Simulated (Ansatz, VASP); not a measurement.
# Two plane-wave programs on As

The input INCAR:

```
  PREC = Accurate
  ENCUT = 520
  EDIFF = 1E-6
  ISMEAR = -1
  SIGMA = 0.05
  LREAL = F
  LASPH = T
  NELM = 100
  ALGO = Normal
  ISIF = 2
  LWAVE = F
  LCHARG = T
  GGA = PE
  LELF = T
  LVHAR = T
  NBANDS = 12
```

Contents of KPOINTS:

```
Automatic mesh
0
Gamma
  6 6 8
```

The input POSCAR:

```
As
1.0
    4.5664000000      0.0000000000      0.0000000000
   -2.2832000000      3.9546200000      0.0000000000
    0.0000000000      0.0000000000      2.8337400000
As
2
Direct
    0.3333300000      0.6666700000      0.0000000000
    0.6666700000      0.3333300000      0.0000000000
```

The input input.yaml:

```yaml
crystal:
  lattice:
    - [4.5664, 0.0, 0.0]
    - [-2.2832, 3.95462, 0.0]
    - [0.0, 0.0, 2.83374]
  atoms:
    - { symbol: As, position: [0.33333, 0.66667, 0.0] }
    - { symbol: As, position: [0.66667, 0.33333, 0.0] }
hamiltonian:
  xc: pbe
  pseudopotentials: { kind: paw }
kpoints:
  mp_grid: { grid: [6, 6, 8] }
  band_path:
    path:
      - [[0.0, 0.0, 0.0], [0.5, 0.0, 0.0], [0.3333333333, 0.3333333333, 0.0], [0.0, 0.0, 0.0], [0.0, 0.0, 0.5], [0.5, 0.0, 0.5], [0.3333333333, 0.3333333333, 0.5], [0.0, 0.0, 0.5]]
      - [[0.5, 0.0, 0.5], [0.5, 0.0, 0.0]]
      - [[0.3333333333, 0.3333333333, 0.0], [0.3333333333, 0.3333333333, 0.5]]
    npoints: 14
scf:
  occupations: { method: fermi_dirac, width: 0.05 }
  n_extra_bands: 6
output:
  forces: true
  stress: true
  eigenvalues: true
  fatbands: false
```

Alike in both runs: functional PBE; k mesh 6 × 6 × 8; occupations fermi-dirac, width 0.05 eV; no spin polarisation.

```csv
,VASP,Ansatz
version,VASP 6.6.1,Ansatz 0.2.0
potentials or method,"VASP PAW PBE potentials, release 64 (As)",Ansatz PAW
plane-wave cutoff (eV),520,420
valence electrons in the cell,10,30
task,single point,band structure
```

```csv
,VASP,Ansatz,Ansatz less VASP
gap on the k mesh at the Fermi level (eV),none,none,-
pressure (GPa),-0.2,-0.3,-0.12
"traceless stress, the component that is largest in VASP (GPa)",-2.92,-2.86,+0.059
```

A gap of «none» marks a metal or a gap that the smearing closes. VASP's potentials hold 10 valence electrons a cell and Ansatz's 30, so a difference there can come from the potentials and not from the codes.
